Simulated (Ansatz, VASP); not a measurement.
## Cu: VASP beside Ansatz

```xyz
1
Lattice="0.0000 1.8075 1.8075 1.8075 0.0000 1.8075 1.8075 1.8075 0.0000" Properties=species:S:1:pos:R:3 pbc="T T T"
Cu    0.0000    0.0000    0.0000
```

Alike in both runs: functional r2SCAN; k mesh 7 × 7 × 7; occupations fermi-dirac, width 0.05 eV; no spin polarisation.

|  | VASP | Ansatz |
| --- | --- | --- |
| version | VASP 6.6.1 | Ansatz 0.2.0 |
| potentials or method | VASP PAW PBE potentials, release 64 (Cu) | Ansatz PAW |
| plane-wave cutoff (eV) | 660 | 500 |
| valence electrons in the cell | 11 | 19 |
| task | single point | projected density of states |

VASP gave:

| Property | Result |
| --- | --- |
| gap on the k mesh at the Fermi level (eV) | none |
| pressure (GPa) | -4.5 |

Task: Estimate Ansatz's values.

Result: gap on the k mesh at the Fermi level (eV): none; pressure (GPa): -5.0.

VASP's potentials were made for PBE, not for r2SCAN. A gap of «none» marks a metal or a gap that the smearing closes. The functional is the same, so the differences come from potentials, cutoffs and numerics. VASP's potentials hold 11 valence electrons a cell and Ansatz's 19, so a difference there can come from the potentials and not from the codes.

The k mesh is coarse, so the values compare programs but aren't converged.
